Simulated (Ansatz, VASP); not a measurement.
**One calculation of WSe2, two programs**

INCAR

```
SYSTEM = WSe2
PREC     = Accurate       ! precision mode
ENCUT    = 520            ! plane-wave cutoff, eV
EDIFF    = 1E-6           ! SCF threshold, eV
ISMEAR   = 0              ! smearing method
SIGMA    = 0.05           ! smearing width, eV
LREAL    = .FALSE.        ! projectors in reciprocal space
LASPH    = .TRUE.         ! aspherical terms in the spheres
NELM     = 60             ! most SCF steps
ALGO     = Normal         ! electronic algorithm
ISIF     = 2              ! what is computed and relaxed
LWAVE    = .FALSE.        ! write WAVECAR
LCHARG   = .FALSE.        ! write CHGCAR
GGA      = PE             ! functional
IVDW     = 12             ! dispersion correction
NBANDS   = 20             ! bands
```

The input KPOINTS:

```
Automatic mesh
0
G
  9 9 4
  0 0 0
```

The input POSCAR:

```
WSe2
1.0
    3.1480727436      0.0000000000      0.0000000000
   -1.5740363718      2.7263109689      0.0000000000
    0.0000000000      0.0000000000      7.6003920249
W Se
1 2
Direct
    0.0000000000      0.0000000000      0.0000000000
    0.3333333333      0.6666666667      0.2762384783
    0.3333333333      0.6666666667      0.7237615217
```

Input for Ansatz:

```yaml
crystal:
  lattice:
    - [3.1480727436, 0.0, 0.0]
    - [-1.5740363718, 2.7263109689, 0.0]
    - [0.0, 0.0, 7.6003920249]
  atoms:
    - { symbol: W, position: [0.0, 0.0, 0.0] }
    - { symbol: Se, position: [0.3333333333, 0.6666666667, 0.2762384783] }
    - { symbol: Se, position: [0.3333333333, 0.6666666667, 0.7237615217] }
basis:
  ecutwfc: 420
kpoints:
  mp_grid: { grid: [9, 9, 4] }
hamiltonian:
  xc: pbe
  pseudopotentials: { kind: paw, azcp: { folder: soft_1 } }
  dispersion: d3bj
scf:
  occupations: { method: gaussian, width: 0.05 }
output:
  forces: true
  stress: true
  eigenvalues: true
```

Alike in both runs: task single point; functional PBE; dispersion D3(BJ); k mesh 9 × 9 × 4; occupations gaussian, width 0.05 eV; no spin polarisation.

```csv
,VASP,Ansatz
version,VASP 6.6.1,Ansatz 0.2.0
potentials or method,"VASP PAW PBE potentials, release 64 (W_sv, Se), cutoff 520 eV","scalar-relativistic, plane waves, PAW"
valence electrons in the cell,26,46
```

|  | VASP | Ansatz | Ansatz less VASP |
| --- | --- | --- | --- |
| gap on the k mesh at the Fermi level (eV) | none | none | - |
| pressure (GPa) | -14.5 | -14.6 | -0.13 |
| traceless stress, the component that is largest in VASP (GPa) | -22.34 | -22.38 | -0.035 |
| rms of the force components (eV/Å) | 1.695 | 1.703 | +0.0078 |

Atom by atom the forces differ by 0.008 eV/Å (rms over components). A gap of «none» marks a metal or a gap that the smearing closes. VASP's potentials hold 26 valence electrons a cell and Ansatz's 46, so a difference there can come from the potentials and not from the codes.

Neither program's run includes spin-orbit coupling.
